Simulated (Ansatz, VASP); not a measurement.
CuO: VASP beside Ansatz

```
Cu O
1.0
     2.34185   -1.71130    0.00000
     2.34185    1.71130    0.00000
    -0.85003    0.00000    5.05787
Cu O
2 2
Direct
  0.50000 0.00000 0.50000
  0.00000 0.50000 0.00000
  0.41840 0.58160 0.75000
  0.58160 0.41840 0.25000
```

Alike in both runs: functional PBE; k mesh 10 × 10 × 5; occupations fermi-dirac, width 0.05 eV; no spin polarisation; Hubbard terms Cu d U = 5.3 eV.

|  | VASP | Ansatz |
| --- | --- | --- |
| version | VASP 6.6.1 | Ansatz 0.2.0 |
| potentials or method | VASP PAW PBE potentials, release 64 (Cu, O) | Ansatz PAW |
| plane-wave cutoff (eV) | 520 | 420 |
| valence electrons in the cell | 34 | 50 |
| task | single point | band structure |

|  | VASP | Ansatz | Ansatz less VASP |
| --- | --- | --- | --- |
| gap on the k mesh at the Fermi level (eV) | none | none | - |
| pressure (GPa) | 2.4 | 8.3 | +5.97 |
| traceless stress, the component that is largest in VASP (GPa) | -1.14 | -0.37 | +0.775 |
| rms of the force components (eV/Å) | 0.073 | 0.053 | -0.0197 |

The programs project onto different local orbitals, so the same U acts differently, and such runs can settle in different states. Atom by atom the forces differ by 0.020 eV/Å (rms over components). A gap of «none» marks a metal or a gap that the smearing closes. VASP's potentials hold 34 valence electrons a cell and Ansatz's 50, so a difference there can come from the potentials and not from the codes.
